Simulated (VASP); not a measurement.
# HgSe (so) (F-43m) in VASP: further runs

The runs below take HgSe (so) through single point, with PBE.

All numbers are computed with VASP 6.6.1; they aren't measurements. Logs are shortened: lines on timing, memory, paths and dates and some standing lists are left out, and cuts for length are marked.

### Step 1. The cell of the first run

It takes space group F-43m (No. 216, cubic). The conventional cell has a = 6.237 Å, b = 6.237 Å, c = 6.237 Å, α = 90.00°, β = 90.00°, γ = 90.00°. Within 3.6 Å of Hg (site symmetry -43m) lie 4 Se at 2.70 Å. Se (site symmetry -43m) has 4 Hg at 2.70 Å within 3.6 Å.

### Step 2. Single point, PBE, non-collinear spin, zero start, spin-orbit coupling

The input, INCAR:

```
SYSTEM = HgSe
PREC = Accurate
ENCUT = 500
EDIFF = 1E-6
ISMEAR = 0
SIGMA = 0.1
LREAL = .False.
LASPH = .True.
NELM = 200
ALGO = Normal
ISIF = 2
LWAVE = .False.
LCHARG = .False.
LNONCOLLINEAR = .True.
MAGMOM = 0 0 0 0 0 0
LORBIT = 11
LSORBIT = .True.
GGA_COMPAT = .False.
LORBMOM = .True.
GGA = PE
NBANDS = 30
```

The input, KPOINTS:

```
Automatic mesh
0
Gamma
  12 12 12
  0 0 0
```

The input, POSCAR:

```
HgSe
1.0
    0.0000000000      3.1186026157      3.1186026157
    3.1186026157      0.0000000000      3.1186026157
    3.1186026157      3.1186026157      0.0000000000
Hg Se
1 1
Direct
    0.0000000000      0.0000000000      0.0000000000
    0.2500000000      0.2500000000      0.2500000000
```

Potentials or basis: VASP PAW PBE potentials, release 64 (Hg, Se).

The run is started by

```bash
cat potpaw_PBE.64/Hg/POTCAR potpaw_PBE.64/Se/POTCAR > POTCAR
mpirun -np 1 vasp_ncl > vasp.out
```

OUTCAR:

```text
SYSTEM = HgSe
   PREC = Accurate
   ENCUT = 500
   EDIFF = 1E-6
   ISMEAR = 0
   LREAL = .False.
   LASPH = .True.
   NELM = 200
   ISIF = 2
   LNONCOLLINEAR = .True.
   LORBIT = 11
   LSORBIT = .True.
   GGA = PE

 ion  position               nearest neighbor table
   1  0.000  0.000  0.000-   2 2.70   2 2.70   2 2.70   2 2.70
   2  0.250  0.250  0.250-   1 2.70   1 2.70   1 2.70   1 2.70

  LATTYP: Found a face centered cubic cell.
 ALAT       =     6.2372052314

  Lattice vectors:

 A1 = (   0.0000000000,   3.1186026157,   3.1186026157)
 A2 = (   3.1186026157,   0.0000000000,   3.1186026157)
 A3 = (   3.1186026157,   3.1186026157,   0.0000000000)

Analysis of symmetry for initial positions (statically):
=====================================================================
 Subroutine PRICEL returns:
 Original cell was already a primitive cell.

 Routine SETGRP: Setting up the symmetry group for a
 face centered cubic supercell.

 Subroutine GETGRP returns: Found 24 space group operations
 (whereof 24 operations were pure point group operations)
 out of a pool of 48 trial point group operations.

The static configuration has the point symmetry T_d .

Analysis of symmetry for dynamics (positions and initial velocities):
=====================================================================
 Subroutine PRICEL returns:
 Original cell was already a primitive cell.

 Routine SETGRP: Setting up the symmetry group for a
 face centered cubic supercell.

 Subroutine GETGRP returns: Found 24 space group operations
 (whereof 24 operations were pure point group operations)
 out of a pool of 48 trial point group operations.

The dynamic configuration has the point symmetry T_d .

Analysis of structural, dynamic, and magnetic symmetry:
=====================================================================
 Subroutine PRICEL returns:
 Original cell was already a primitive cell.

 Routine SETGRP: Setting up the symmetry group for a
 face centered cubic supercell.

 Subroutine GETGRP returns: Found 24 space group operations
 (whereof 24 operations were pure point group operations)
 out of a pool of 48 trial point group operations.

The overall configuration has the point symmetry T_d .

 Subroutine INISYM returns: Found 24 space group operations
 (whereof 24 operations are pure point group operations),
 and found     1 'primitive' translations

----------------------------------------------------------------------------------------

                                     Primitive cell

  volume of cell :      60.6611

  direct lattice vectors                    reciprocal lattice vectors
     0.000000000  3.118602616  3.118602616    -0.160328218  0.160328218  0.160328218
     3.118602616  0.000000000  3.118602616     0.160328218 -0.160328218  0.160328218
     3.118602616  3.118602616  0.000000000     0.160328218  0.160328218 -0.160328218

  length of vectors
     4.410370115  4.410370115  4.410370115     0.277696619  0.277696619  0.277696619

  position of ions in fractional coordinates (direct lattice)
     0.000000000  0.000000000  0.000000000
     0.250000000  0.250000000  0.250000000

  ion indices of the primitive-cell ions
   primitive index   ion index
                 1           1
                 2           2

----------------------------------------------------------------------------------------

 KPOINTS: Automatic mesh

Automatic generation of k-mesh.
 Grid dimensions read from file:
 generate k-points for:   12   12   12

 Generating k-lattice:

  Cartesian coordinates                     Fractional coordinates (reciprocal lattice)
    -0.013360685  0.013360685  0.013360685     0.083333333  0.000000000  0.000000000
     0.013360685 -0.013360685  0.013360685     0.000000000  0.083333333  0.000000000
     0.013360685  0.013360685 -0.013360685     0.000000000  0.000000000  0.083333333

  Length of vectors
[... 90 lines left out ...]
   NGX = 17   NGY = 17   NGZ = 17

 number of electron      18.0000000 magnetization       0.0000000      0.0000000      0.0000000

 number of electron      17.9999996 magnetization      -0.0000000     -0.0000000     -0.0000000

 number of electron      17.9999996 magnetization      -0.0000000      0.0000000      0.0000000

 number of electron      17.9999996 magnetization      -0.0000000      0.0000000     -0.0000000

 Free energy of the ion-electron system (eV)
  ---------------------------------------------------
  ext. energy  EPLUGINS =         0.00000000
  ---------------------------------------------------
  free energy    TOTEN  =        -4.38530128 eV

  energy without entropy =       -4.38515804  energy(sigma->0) =       -4.38522966

 E-fermi :   1.1843     XC(G=0):  -8.6988

 val. band max:        1.1293691361   @ k =   0.0000   0.0000   0.0000
 cond. band min:       1.3923411941   @ k =   0.0833   0.0000   0.0000
 fundamental gap:      0.2629720580
 Fermi energy:         1.1843105903

 k-point     1 :       0.0000    0.0000    0.0000
  band No.  band energies     occupation
      1     -11.9232      1.00000
      2     -11.9232      1.00000
      3      -6.5025      1.00000
      4      -6.5025      1.00000
      5      -6.5025      1.00000
      6      -6.5025      1.00000
[... 781 lines left out ...]
     29      11.9676      0.00000
     30      11.9732      0.00000

 [... further k-points ...]
[... 5 lines left out ...]
  --------------------------------------------------------------------------------------
  -------------------------------------------------------------------------------------
  Total        0.1316944      0.1316944      0.1316944      0.0000000      0.0000000     -0.0000000
  in kB        3.4783055      3.4783055      3.4783055      0.0000000      0.0000000     -0.0000000
  external PRESSURE =       3.4783055 kB  Pullay stress =       0.0000000 kB

 VOLUME and BASIS-vectors are now :
 -----------------------------------------------------------------------------
  energy-cutoff  :      500.00
  volume of cell :       60.66
      direct lattice vectors                 reciprocal lattice vectors
     0.000000000  3.118602616  3.118602616    -0.160328218  0.160328218  0.160328218
     3.118602616  0.000000000  3.118602616     0.160328218 -0.160328218  0.160328218
     3.118602616  3.118602616  0.000000000     0.160328218  0.160328218 -0.160328218

 POSITION                                       TOTAL-FORCE (eV/Angst)
 -----------------------------------------------------------------------------------
      0.00000      0.00000      0.00000         0.000000     -0.000000      0.000000
      1.55930      1.55930      1.55930        -0.000000      0.000000     -0.000000
 -----------------------------------------------------------------------------------
    total drift:                                0.000000      0.000000      0.000000

  FREE ENERGIE OF THE ION-ELECTRON SYSTEM (eV)
  ---------------------------------------------------
  free  energy   TOTEN  =        -4.3853012821 eV

  energy  without entropy=       -4.3851580444  energy(sigma->0) =       -4.38522966

 orbital moment (x)

 # of ion     p       d       tot
 ----------------------------------------
  1        -0.000  -0.000  -0.000
  2        -0.000   0.000  -0.000
 ----------------------------------------
           -0.000  -0.000  -0.000

 orbital moment (y)

 # of ion     p       d       tot
 ----------------------------------------
  1        -0.000   0.000   0.000
  2         0.000   0.000   0.000
 ----------------------------------------
            0.000   0.000   0.000

 orbital moment (z)

 # of ion     p       d       tot
 ----------------------------------------
  1         0.000   0.000   0.000
  2        -0.000   0.000  -0.000
 ----------------------------------------
            0.000   0.000   0.000

 Spin-Orbit-Coupling matrix elements

 Ion:    1  E_soc:     -0.5561413
 l=   1
     0.0000000    -0.0263305    -0.0263305
    -0.0263305     0.0000000    -0.0263305
    -0.0263305    -0.0263305     0.0000000
 l=   2
     0.0000000    -0.0133692     0.0000000    -0.0133692    -0.0529906
    -0.0133692     0.0000000    -0.0397429    -0.0133692    -0.0132476
     0.0000000    -0.0397429     0.0000000    -0.0397429     0.0000000
    -0.0133692    -0.0133692    -0.0397429     0.0000000    -0.0132476
    -0.0529906    -0.0132476     0.0000000    -0.0132476     0.0000000
 l=   3
     0.0000000     0.0000000     0.0000000     0.0000000     0.0000000     0.0000000     0.0000000
     0.0000000     0.0000000     0.0000000     0.0000000     0.0000000     0.0000000     0.0000000
     0.0000000     0.0000000     0.0000000     0.0000000     0.0000000     0.0000000     0.0000000
     0.0000000     0.0000000     0.0000000     0.0000000     0.0000000     0.0000000     0.0000000
     0.0000000     0.0000000     0.0000000     0.0000000     0.0000000     0.0000000     0.0000000
     0.0000000     0.0000000     0.0000000     0.0000000     0.0000000     0.0000000     0.0000000
     0.0000000     0.0000000     0.0000000     0.0000000     0.0000000     0.0000000     0.0000000

 Ion:    2  E_soc:     -0.0480328
 l=   1
     0.0000000    -0.0079844    -0.0079844
    -0.0079844     0.0000000    -0.0079844
    -0.0079844    -0.0079844     0.0000000
 l=   2
     0.0000000    -0.0000096     0.0000000    -0.0000096    -0.0000114
    -0.0000096     0.0000000    -0.0000086    -0.0000096    -0.0000029
     0.0000000    -0.0000086     0.0000000    -0.0000086     0.0000000
    -0.0000096    -0.0000096    -0.0000086     0.0000000    -0.0000029
    -0.0000114    -0.0000029     0.0000000    -0.0000029     0.0000000
 l=   3
     0.0000000     0.0000000     0.0000000     0.0000000     0.0000000     0.0000000     0.0000000
     0.0000000     0.0000000     0.0000000     0.0000000     0.0000000     0.0000000     0.0000000
     0.0000000     0.0000000     0.0000000     0.0000000     0.0000000     0.0000000     0.0000000
     0.0000000     0.0000000     0.0000000     0.0000000     0.0000000     0.0000000     0.0000000
     0.0000000     0.0000000     0.0000000     0.0000000     0.0000000     0.0000000     0.0000000
     0.0000000     0.0000000     0.0000000     0.0000000     0.0000000     0.0000000     0.0000000
     0.0000000     0.0000000     0.0000000     0.0000000     0.0000000     0.0000000     0.0000000

 total charge

# of ion       s       p       d       tot
------------------------------------------
    1        0.703   0.367   9.390  10.460
    2        1.467   2.272   0.029   3.768
--------------------------------------------------
tot          2.169   2.640   9.419  14.228

 magnetization (x)

# of ion       s       p       d       tot
------------------------------------------
    1       -0.000  -0.000  -0.000  -0.000
    2        0.000   0.000   0.000   0.000
--------------------------------------------------
tot         -0.000  -0.000  -0.000  -0.000

 magnetization (y)

# of ion       s       p       d       tot
------------------------------------------
    1        0.000   0.000  -0.000   0.000
    2        0.000   0.000  -0.000  -0.000
--------------------------------------------------
tot          0.000   0.000  -0.000   0.000

 magnetization (z)

# of ion       s       p       d       tot
------------------------------------------
    1        0.000  -0.000   0.000  -0.000
    2       -0.000  -0.000  -0.000  -0.000
--------------------------------------------------
tot          0.000  -0.000   0.000  -0.000
```

Run time: 3 min. Hardware: 1 thread of Intel Xeon 6975P-C (Granite Rapids), shared host; peak memory 0.5 GiB.

What came out:

| Item | Value |
| --- | --- |
| Free energy | -4.3853 eV |
| Pressure | 0.3 GPa |
| Net moment | 0.00 μB per cell |
| Valence electrons inside the program's atomic spheres | Hg 10.46; Se 3.77 |

Moments on the atoms (μB; x, y, z):
```
Hg  0.00 0.00 0.00
Se  0.00 0.00 0.00
```

### Step 3. Single point, PBE, non-collinear spin, zero start, spin-orbit coupling (volume scaled by 0.97)

The input, INCAR:

```
  PREC = Accurate
  ENCUT = 500
  EDIFF = 1E-6
  ISMEAR = 0
  SIGMA = 0.1
  LREAL = False
  LASPH = True
  NELM = 200
  ALGO = Normal
  ISIF = 2
  LWAVE = False
  LCHARG = False
  LNONCOLLINEAR = True
  MAGMOM = 0 0 0 0 0 0
  LORBIT = 11
  LSORBIT = True
  GGA_COMPAT = False
  LORBMOM = True
  GGA = PE
  NBANDS = 30
```

The input, KPOINTS:

```
regular mesh
0
Gamma
  12 12 12
```

The input, POSCAR:

```
HgSe
1.0
    0.0000000000      3.0870994254      3.0870994254
    3.0870994254      0.0000000000      3.0870994254
    3.0870994254      3.0870994254      0.0000000000
Hg Se
1 1
Direct
    0.0000000000      0.0000000000      0.0000000000
    0.2500000000      0.2500000000      0.2500000000
```

Potentials or basis: VASP PAW PBE potentials, release 64 (Hg, Se).

The run is started by

```bash
cat potpaw_PBE.64/Hg/POTCAR potpaw_PBE.64/Se/POTCAR > POTCAR
mpirun -np 1 vasp_ncl > vasp.out
```

It took 3.3 min on 1 thread of Intel Xeon 6975P-C (Granite Rapids), shared host; peak memory 0.49 GiB.

Results (log left out):

| Item | Value |
| --- | --- |
| Free energy | -4.3726 eV |
| Pressure | 1.8 GPa |
| Net moment | 0.00 μB per cell |
| Valence electrons inside the program's atomic spheres | Hg 10.49; Se 3.78 |

Moments on the atoms (μB; x, y, z):
```
Hg  0.00 0.00 0.00
Se  0.00 0.00 0.00
```
